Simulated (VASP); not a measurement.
# MoS2 in VASP: single point with PBE

Aim: the single point of MoS2 with PBE.

Everything below comes from runs of VASP 6.6.1. Logs are shortened: lines on timing, memory, paths and dates and some standing lists are left out, and cuts for length are marked.

### 1 The cell of the first run

The cell holds a slab with vacuum, 6 atoms: a = 3.184 Å, b = 3.184 Å, c = 37.437 Å, α = 90.00°, β = 90.00°, γ = 120.00°.

### 2 Single point, PBE

Input file INCAR:

```
SYSTEM = MoS2
PREC = Accurate
ENCUT = 400
EDIFF = 1E-6
ISMEAR = 0
SIGMA = 0.05
LREAL = .FALSE.
LASPH = .TRUE.
NELM = 120
ALGO = Normal
ISIF = 2
LWAVE = .FALSE.
LCHARG = .FALSE.
LDIPOL = .TRUE.
IDIPOL = 3
DIPOL = 0.5 0.5 0.500
GGA = PE
NBANDS = 35
GGA_COMPAT = .FALSE.
NELMDL = -8
```

Input file KPOINTS:

```
Automatic mesh
0
G
  18 18 1
  0 0 0
```

Input file POSCAR:

```
MoS2
1.0
    3.1841260800      0.0000000000      0.0000000000
   -1.5920630400      2.7575340800      0.0000000000
    0.0000000000      0.0000000000     37.4372503152
S Mo
4 2
Direct
    0.3333333330      0.6666666660      0.2270465894
    0.3333333330      0.6666666660      0.3099226067
    0.3333333330      0.6666666660      0.6897567538
    0.3333333330      0.6666666660      0.7732491425
    0.0000000000      0.0000000000      0.2684845980
    0.0000000000      0.0000000000      0.7315029866
```

Potentials or basis: VASP PAW PBE potentials, release 64 (S, Mo_sv).

Command:

```bash
$ cat potpaw_PBE.64/S/POTCAR potpaw_PBE.64/Mo_sv/POTCAR > POTCAR
$ mpirun -np 1 vasp_std > vasp.out
```

OUTCAR:

```text
SYSTEM = MoS2
   PREC = Accurate
   ENCUT = 400
   EDIFF = 1E-6
   ISMEAR = 0
   LREAL = .FALSE.
   LASPH = .TRUE.
   NELM = 120
   ISIF = 2
   GGA = PE
   NELMDL = -8

 ion  position               nearest neighbor table
   1  0.333  0.667  0.227-   5 2.41   5 2.41   5 2.41
   2  0.333  0.667  0.310-   5 2.41   5 2.41   5 2.41
   3  0.333  0.667  0.690-   6 2.41   6 2.41   6 2.41
   4  0.333  0.667  0.773-   6 2.41   6 2.41   6 2.41
   5  0.000  0.000  0.268-   1 2.41   1 2.41   1 2.41   2 2.41   2 2.41   2 2.41
   6  0.000  0.000  0.732-   4 2.41   4 2.41   4 2.41   3 2.41   3 2.41   3 2.41

  LATTYP: Found a hexagonal cell.
 ALAT       =     3.1841260800
 C/A-ratio  =    11.7574648034

  Lattice vectors:

 A1 = (   3.1841260800,   0.0000000000,   0.0000000000)
 A2 = (  -1.5920630400,   2.7575340800,   0.0000000000)
 A3 = (   0.0000000000,   0.0000000000,  37.4372503152)

Analysis of symmetry for initial positions (statically):
=====================================================================
 Subroutine PRICEL returns:
 Original cell was already a primitive cell.

 Routine SETGRP: Setting up the symmetry group for a
 hexagonal supercell.

 Subroutine GETGRP returns: Found  6 space group operations
 (whereof  6 operations were pure point group operations)
 out of a pool of 24 trial point group operations.

The static configuration has the point symmetry C_3v.

Analysis of symmetry for dynamics (positions and initial velocities):
=====================================================================
 Subroutine PRICEL returns:
 Original cell was already a primitive cell.

 Routine SETGRP: Setting up the symmetry group for a
 hexagonal supercell.

 Subroutine GETGRP returns: Found  6 space group operations
 (whereof  6 operations were pure point group operations)
 out of a pool of 24 trial point group operations.

The dynamic configuration has the point symmetry C_3v.

 Subroutine INISYM returns: Found  6 space group operations
 (whereof  6 operations are pure point group operations),
 and found     1 'primitive' translations

----------------------------------------------------------------------------------------

                                     Primitive cell

  volume of cell :     328.7116

  direct lattice vectors                    reciprocal lattice vectors
     3.184126080  0.000000000  0.000000000     0.314057916  0.181321422  0.000000000
    -1.592063040  2.757534080  0.000000000     0.000000000  0.362642844  0.000000000
     0.000000000  0.000000000 37.437250315     0.000000000  0.000000000  0.026711363

  length of vectors
     3.184126080  3.184126085 37.437250315     0.362642844  0.362642844  0.026711363

  position of ions in fractional coordinates (direct lattice)
     0.333333333  0.666666666  0.227046589
     0.333333333  0.666666666  0.309922607
     0.333333333  0.666666666  0.689756754
     0.333333333  0.666666666  0.773249142
     0.000000000  0.000000000  0.268484598
     0.000000000  0.000000000  0.731502987

  ion indices of the primitive-cell ions
   primitive index   ion index
                 1           1
                 2           2
                 3           3
                 4           4
                 5           5
                 6           6

----------------------------------------------------------------------------------------

 KPOINTS: Automatic mesh

Automatic generation of k-mesh.
 Grid dimensions read from file:
 generate k-points for:   18   18    1

 Generating k-lattice:

  Cartesian coordinates                     Fractional coordinates (reciprocal lattice)
     0.017447662  0.010073412  0.000000000     0.055555556  0.000000000  0.000000000
     0.000000000  0.020146825  0.000000000     0.000000000  0.055555556  0.000000000
     0.000000000  0.000000000  0.026711363     0.000000000  0.000000000  1.000000000

  Length of vectors
     0.020146825  0.020146825  0.026711363

  Shift w.r.t. Gamma in fractional coordinates (k-lattice)
     0.000000000  0.000000000  0.000000000

 Subroutine IBZKPT returns following result:
 ===========================================

 Found     37 irreducible k-points:

 Following reciprocal coordinates:
            Coordinates               Weight
  0.000000  0.000000  0.000000      1.000000
  0.055556  0.000000  0.000000      6.000000
  0.111111  0.000000  0.000000      6.000000
  0.166667  0.000000  0.000000      6.000000
  0.222222  0.000000  0.000000      6.000000
  0.277778  0.000000  0.000000      6.000000
[... 16 lines left out ...]
  0.333333  0.111111  0.000000     12.000000
  0.388889  0.111111  0.000000     12.000000
 [... further k-points ...]
   k-points           NKPTS =     37   k-points in BZ     NKDIM =     37   number of bands    NBANDS=     35
   number of dos      NEDOS =    301   number of ions     NIONS =      6
   total plane-waves  NPLWV = 144000
   dimension x,y,z NGX =    24 NGY =   24 NGZ =  250
   dimension x,y,z NGXF=    48 NGYF=   48 NGZF=  500
   ions per type =               4   2
   NGX,Y,Z   is equivalent  to a cutoff of  12.53, 12.53, 11.10 a.u.
   NGXF,Y,Z  is equivalent  to a cutoff of  25.06, 25.06, 22.20 a.u.
 SYSTEM =  MoS2
   PREC   = accura    normal or accurate (medium, high low for compatibility)
   ISTART =      0    job   : 0-new  1-cont  2-samecut
   ICHARG =      2    charge: 1-file 2-atom 10-const
   ISPIN  =      1    spin polarized calculation?
   LNONCOLLINEAR =      F non collinear calculations
   LSORBIT =      F    spin-orbit coupling
   LASPH  =      T    aspherical Exc in radial PAW
   ENCUT  =  400.0 eV  29.40 Ry    5.42 a.u.   5.19  5.19 61.05*2*pi/ulx,y,z
   NELM   =    120;   NELMIN=  2; NELMDL= -8     # of ELM steps
   EDIFF  = 0.1E-05   stopping-criterion for ELM
   LREAL  =      F    real-space projection
   EDIFFG = 0.1E-04   stopping-criterion for IOM
   NSW    =      0    number of steps for IOM
   IBRION =     -1    ionic relax: 0-MD 1-quasi-New 2-CG
   NFREE  =      0    steps in history (QN), initial steepest desc. (CG)
   ISIF   =      2    stress and relaxation
   ISYM   =      2    0-nonsym 1-usesym 2-fastsym
   POTIM  = 0.5000    time-step for ionic-motion
   TEBEG  =    0.0;   TEEND  =   0.0 temperature during run
   PSTRESS=    0.0 pullay stress
   NELECT =      52.0000    total number of electrons
   NUPDOWN=      -1.0000    fix difference up-down
   EMIN   =  10.00;   EMAX   =-10.00  energy-range for DOS
   EFERMI =   0.00;   METHOD = LEGACY
   ISMEAR =     0;   SIGMA  =   0.05  broadening in eV -4-tet -1-fermi 0-gaus
   EFERMI_NEDOS =   21; number of points for ismear=-14 and -15
   IALGO  =     38    algorithm
   IMIX   =      4    mixing-type and parameters
     AMIX     =   0.40;   BMIX     =  1.00
     AMIX_MAG =   1.60;   BMIX_MAG =  1.00
  volume/ion in A,a.u.               =      54.79       369.71
  Fermi-wavevector in a.u.,A,eV,Ry     =   0.885396  1.673156 10.665963  0.783926
  Thomas-Fermi vector in A             =   2.006424
   LORBIT       =      0    0 simple, 1 ext, 2 COOP (PROOUT), +10 PAW based schemes
   GGA     = PE    functional components
   LHFCALC =     F    Hartree Fock is set to
   AEXX    =    0.0000 exact exchange contribution
   IVDW    =     0    specifies the selected vdW correction
   LEPSILON=     F    determine dielectric tensor
   LRPA    =     F    only Hartree local field effects (RPA)
 non-spin polarized calculation
 Gauss-broadening in eV      SIGMA  =   0.05
  energy-cutoff  :      400.00
  volume of cell :      328.71
 maximum number of plane-waves:      6019
 NGX is ok and might be reduce to    24
   NGX = 11   NGY = 11   NGZ =123

 dipolmoment           0.000000      0.000000      0.000008 electrons x Angstroem

 number of electron      51.9999999 magnetization

 dipolmoment           0.000000      0.000000     -0.000002 electrons x Angstroem

 Free energy of the ion-electron system (eV)
  ---------------------------------------------------
  ext. energy  EPLUGINS =         0.00000000
  ---------------------------------------------------
  free energy    TOTEN  =       -43.69671756 eV

  energy without entropy =      -43.69671756  energy(sigma->0) =      -43.69671756

 E-fermi :  -1.3807     XC(G=0):  -4.0794

 val. band max:       -1.7319362336   @ k =   0.0000   0.0000   0.0000
 cond. band min:      -0.1332995572   @ k =   0.3333   0.3333   0.0000
 fundamental gap:      1.5986366764
 Fermi energy:        -1.3806841870

 k-point     1 :       0.0000    0.0000    0.0000
  band No.  band energies     occupation
      1     -62.6266      2.00000
      2     -62.6237      2.00000
      3     -36.7713      2.00000
      4     -36.7650      2.00000
      5     -36.5708      2.00000
      6     -36.5708      2.00000
[... 27 lines left out ...]
     34       1.2715      0.00000
     35       3.6071      0.00000

 k-point     2 :       0.0556    0.0000    0.0000
  band No.  band energies     occupation
      1     -62.6255      2.00000
      2     -62.6226      2.00000
      3     -36.7691      2.00000
      4     -36.7628      2.00000
      5     -36.5823      2.00000
      6     -36.5734      2.00000
[... 27 lines left out ...]
     34       1.2176      0.00000
     35       3.6935      0.00000

 k-point     3 :       0.1111    0.0000    0.0000
  band No.  band energies     occupation
      1     -62.6222      2.00000
      2     -62.6194      2.00000
      3     -36.7626      2.00000
      4     -36.7564      2.00000
      5     -36.6154      2.00000
      6     -36.6062      2.00000
[... 27 lines left out ...]
     34       1.3035      0.00000
     35       3.9058      0.00000
[... 723 lines left out ...]
 k-point    23 :       0.3333    0.1111    0.0000
  band No.  band energies     occupation
      1     -62.5922      2.00000
      2     -62.5895      2.00000
      3     -36.8922      2.00000
      4     -36.8806      2.00000
      5     -36.7025      2.00000
      6     -36.6970      2.00000
[... 27 lines left out ...]
     34       2.5806      0.00000
     35       5.4031      0.00000

 k-point    24 :       0.3889    0.1111    0.0000
  band No.  band energies     occupation
      1     -62.5892      2.00000
      2     -62.5865      2.00000
      3     -36.9194      2.00000
      4     -36.9076      2.00000
      5     -36.6964      2.00000
      6     -36.6910      2.00000
[... 27 lines left out ...]
     34       2.5037      0.00000
     35       4.8415      0.00000

 [... further k-points ...]

------------------------ aborting loop because EDIFF is reached ----------------------------------------

 vacuum level on the upper side and lower side of the slab       (xc-potential included)        -0.197        -0.197

  FORCE on cell =-STRESS in cart. coord.  units (eV):
  Direction    XX          YY          ZZ          XY          YZ          ZX
  --------------------------------------------------------------------------------------
  -------------------------------------------------------------------------------------
  Total        0.0051672      0.0051672      0.3748217      0.0000000      0.0000000      0.0000000
  in kB        0.0251857      0.0251857      1.8269229      0.0000000      0.0000000      0.0000000
  external PRESSURE =       0.6257648 kB  Pullay stress =       0.0000000 kB

 VOLUME and BASIS-vectors are now :
 -----------------------------------------------------------------------------
  energy-cutoff  :      400.00
  volume of cell :      328.71
      direct lattice vectors                 reciprocal lattice vectors
     3.184126080  0.000000000  0.000000000     0.314057916  0.181321422  0.000000000
    -1.592063040  2.757534080  0.000000000     0.000000000  0.362642844  0.000000000
     0.000000000  0.000000000 37.437250315     0.000000000  0.000000000  0.026711363

 POSITION                                       TOTAL-FORCE (eV/Angst)
 -----------------------------------------------------------------------------------
      0.00000      1.83836      8.50000         0.000000      0.000000     -0.208658
      0.00000      1.83836     11.60265        -0.000000     -0.000000      0.208618
      0.00000      1.83836     25.82260         0.000000     -0.000000      0.008055
      0.00000      1.83836     28.94832         0.000000     -0.000000     -0.008023
      0.00000      0.00000     10.05133        -0.000000      0.000000      0.000096
      0.00000      0.00000     27.38546        -0.000000      0.000000     -0.000089
 -----------------------------------------------------------------------------------
    total drift:                               -0.000000      0.000004     -0.000134

  FREE ENERGIE OF THE ION-ELECTRON SYSTEM (eV)
  ---------------------------------------------------
  free  energy   TOTEN  =       -43.6967175611 eV

  energy  without entropy=      -43.6967175611  energy(sigma->0) =      -43.69671756

 vacuum level on the upper side and lower side of the slab         4.022         4.022
```

Run time: 16 min. Hardware: 1 thread of Oxide Virtual Turin-like, shared host; peak memory 0.45 GiB.

Results:

* Free energy: -43.6967 eV
* Largest force: 0.209 eV/Å
* Band gap on the k mesh: 1.60 eV (least direct gap 1.64 eV)

Forces in eV/Å, atoms in the order of the input:
```
S    0.000  0.000 -0.209
S    0.000  0.000  0.209
S    0.000  0.000  0.008
S    0.000  0.000 -0.008
Mo   0.000  0.000  0.000
Mo   0.000  0.000  0.000
```
